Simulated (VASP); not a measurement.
Set up this calculation in VASP 6.6.1, as the native input.

| Property | Result |
| --- | --- |
| Task | single point |
| Functional | RPBE |
| Dispersion | D4 |
| Potentials or basis | VASP PAW PBE potentials, release 64 (Ni) |
| Cutoff | 520 eV |
| k mesh | 13 × 13 × 13 |
| Occupations | fermi-dirac, width 0.05 eV |
| Spin | collinear spin, ferromagnetic start |
| Starting moments | [1.0] μB |
| Dipole correction | no |
| Further INCAR settings | ALGO = Normal; EDIFF = 1e-06; NBANDS = 15 |

The structure of Ni lies in POSCAR:

```
Ni
1.0
    0.0000000000      1.7384375165      1.7384375165
    1.7384375165      0.0000000000      1.7384375165
    1.7384375165      1.7384375165      0.0000000000
Ni
1
Direct
    0.0000000000      0.0000000000      0.0000000000
```

These files were run (other wordings do the same):

INCAR

```
PREC = Accurate
ENCUT = 520
EDIFF = 1E-6
ISMEAR = -1
SIGMA = 0.05
LREAL = F
LASPH = T
NELM = 150
ALGO = Normal
ISIF = 2
LWAVE = F
LCHARG = F
ISPIN = 2
MAGMOM = 1
LORBIT = 11
LMAXMIX = 4
GGA = RP
IVDW = 13
NBANDS = 15
```

KPOINTS

```
Automatic mesh
0
Gamma
  13 13 13
```

Potentials or basis: VASP PAW PBE potentials, release 64 (Ni).

The run is started by

```console
$ cat potpaw_PBE.64/Ni/POTCAR > POTCAR
$ mpirun -np 1 vasp_std > vasp.out
```

It gave:

- Pressure: 0.1 GPa
- Net moment: 0.62 μB per cell
- Site moments: Ni +0.63 μB
- Valence electrons inside the program's atomic spheres: Ni 9.37
- Dispersion energy per atom: -0.932 eV

Caveat: the PAW data sets were made with another functional, which shifts forces and pressure a little.

Run time: 12 s on 1 thread of Intel(R) Xeon(R) 6975P-C (Granite Rapids) (shared host), peak memory 0.14 GiB.
